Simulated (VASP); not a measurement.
The system is Si3Ge2Pt.

```xyz
6
Lattice="3.5579 0.0000 0.0000 -1.7789 3.0812 0.0000 0.0000 0.0000 8.9528" Properties=species:S:1:pos:R:3 pbc="T T T"
Si    0.0000    0.0000    7.1730
Si    0.0000    0.0000    1.7799
Si    0.0000    0.0000    0.0000
Ge    0.0000    2.0542    4.4764
Ge    1.7789    1.0271    4.4764
Pt    0.0000    0.0000    4.4764
```

- Program: VASP 6.6.1
- Task: relaxation of cell and atoms
- Functional: PBE
- Potentials or basis: VASP PAW PBE potentials, release 64 (Si, Ge_d, Pt)
- Cutoff: 600 eV
- k mesh: 6 × 6 × 2
- Occupations: gaussian, width 0.1 eV
- Spin: no spin polarisation

At the start: pressure 135.3 GPa; volume 16.36 Å³/atom.

**Question.** How do energy, volume and symmetry change on relaxing?

**Answer.** Over 15 steps the energy falls by 3748.9 meV/atom and the volume is 29.97 Å³/atom (+83.2 %); space group P6/mmm (No. 191, to 0.05 Å).

The path:
| step | energy change (eV) | largest force (eV/Å) | pressure (GPa) | volume (Å³) |
| --- | --- | --- | --- | --- |
| 1 | 0.0000 | 12.5837 | 135.27 | 98.15 |
| 2 | -7.2148 | 1.0783 | -14.92 | 449.05 |
| 3 | -20.8292 | 0.1172 | -6.20 | 213.90 |
| 4 | -21.1554 | 0.1718 | -5.17 | 203.66 |
| 5 | -21.5449 | 0.1505 | 0.35 | 174.59 |
| 6 | -21.5565 | 0.1969 | -1.57 | 181.22 |
| 7 | -21.5617 | 0.1861 | -1.06 | 179.23 |
| 8 | -22.2742 | 0.4933 | -0.06 | 175.79 |
| 9 | -22.3923 | 0.8819 | 1.10 | 174.02 |
| 10 | -22.3986 | 1.0003 | 1.56 | 173.33 |
| 11 | -22.4868 | 0.2946 | 0.07 | 179.57 |
| 12 | -22.4887 | 0.1828 | -0.05 | 180.64 |
| 13 | -22.4887 | 0.1678 | -0.12 | 180.79 |
| 14 | -22.4931 | 0.0495 | -0.01 | 180.11 |
| 15 | -22.4935 | 0.0058 | 0.01 | 179.79 |

Final structure:
```cif
data_structure
_symmetry_space_group_name_H-M 'P 1'
_symmetry_Int_Tables_number 1
_cell_length_a 4.7427
_cell_length_b 4.7427
_cell_length_c 9.2298
_cell_angle_alpha 90.000
_cell_angle_beta 90.000
_cell_angle_gamma 120.000
_cell_volume 179.79
loop_
_atom_site_label
_atom_site_type_symbol
_atom_site_fract_x
_atom_site_fract_y
_atom_site_fract_z
_atom_site_occupancy
Si1 Si 0.00000 0.00000 0.75892 1
Si2 Si 0.00000 0.00000 0.24108 1
Si3 Si 0.00000 0.00000 0.00000 1
Ge1 Ge 0.33333 0.66667 0.50000 1
Ge2 Ge 0.66667 0.33333 0.50000 1
Pt1 Pt 0.00000 0.00000 0.50000 1
```

Caveat: the volume moved by over 15 % at a fixed basis, so the end points are rough.
